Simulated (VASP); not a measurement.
Wanted: the native input for a VASP 6.6.1 run.

| Property | Result |
| --- | --- |
| Task | single point |
| Functional | PBEsol |
| Potentials or basis | VASP PAW PBE potentials, release 64 (Ga_d) |
| Cutoff | 520 eV |
| k mesh | 10 × 10 × 8 |
| Occupations | fermi-dirac, width 0.05 eV |
| Spin | no spin polarisation |
| Dipole correction | no |
| Further INCAR settings | ALGO = Normal; EDIFF = 1e-07; NBANDS = 20 |

The structure of Ga lies in POSCAR:

```
Ga
1.0
    1.3672942330     -3.9532337621      0.0000000000
    1.3672942330      3.9532337621      0.0000000000
    0.0000000000      0.0000000000      3.0930262850
Ga
2
Direct
    0.1344931823      0.8655068177      0.7500000000
    0.8655068177      0.1344931823      0.2500000000
```

The input as run:

INCAR

```
PREC = Accurate
ENCUT = 520
EDIFF = 1E-7
ISMEAR = -1
SIGMA = 0.05
LREAL = False
LASPH = True
NELM = 100
ALGO = Normal
ISIF = 2
LWAVE = False
LCHARG = False
GGA = PS
NBANDS = 20
```

KPOINTS

```
Automatic mesh
0
Gamma
  10 10 8
```

Potentials or basis: VASP PAW PBE potentials, release 64 (Ga_d).

The run is started by

```bash
$ cat potpaw_PBE.64/Ga_d/POTCAR > POTCAR
$ mpirun -np 1 vasp_std > vasp.out
```

Results of the run:

```yaml
Pressure: 5.2 GPa
Band_gap_on_the_k_mesh: zero (bands 13 and 14 overlap by 9.79 eV)
```

Caveat: the cell stands under pressure; the PAW data sets were made with another functional, which shifts forces and pressure a little.

Wall time 2.1 min on 1 thread of Intel Xeon 8259CL (shared host), peak memory 0.22 GiB.
